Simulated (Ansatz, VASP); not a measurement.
## Ti: VASP beside Ansatz

```
Ti
1.0
     0.00000    2.05030    2.03000
     2.05030    0.00000    2.03000
     2.05030    2.05030    0.00000
Ti
1
Cartesian
  0.0000 0.0000 0.0000
```

Change from the starting cell: equal xx and yy strain of +1 %, crystal datasets.

Alike in both runs: task electric field gradients; functional LDA; k mesh 15 × 15 × 15; occupations fermi-dirac, width 0.05 eV; no spin polarisation.

|  | VASP | Ansatz |
| --- | --- | --- |
| version | VASP 6.6.1 | Ansatz 0.2.0 |
| potentials or method | VASP PAW LDA potentials, release 64 (Ti_sv), cutoff 400 eV | all-electron PAW with datasets made for the crystal, scalar-relativistic |

|  | VASP | Ansatz | Ansatz less VASP |
| --- | --- | --- | --- |
| pressure (GPa) | -7.7 | -6.8 | +0.82 |
| traceless stress, the component that is largest in VASP (GPa) | 0.26 | 0.26 | -0.003 |
| size of Vzz on the site where it differs most (V/Å²) | 0.6 | 0.6 | +0.01 |

LDA's correlation is that of Perdew and Zunger in VASP and of Perdew and Wang (1992) in Ansatz. Ansatz ran all-electron here, and VASP with PAW potentials.
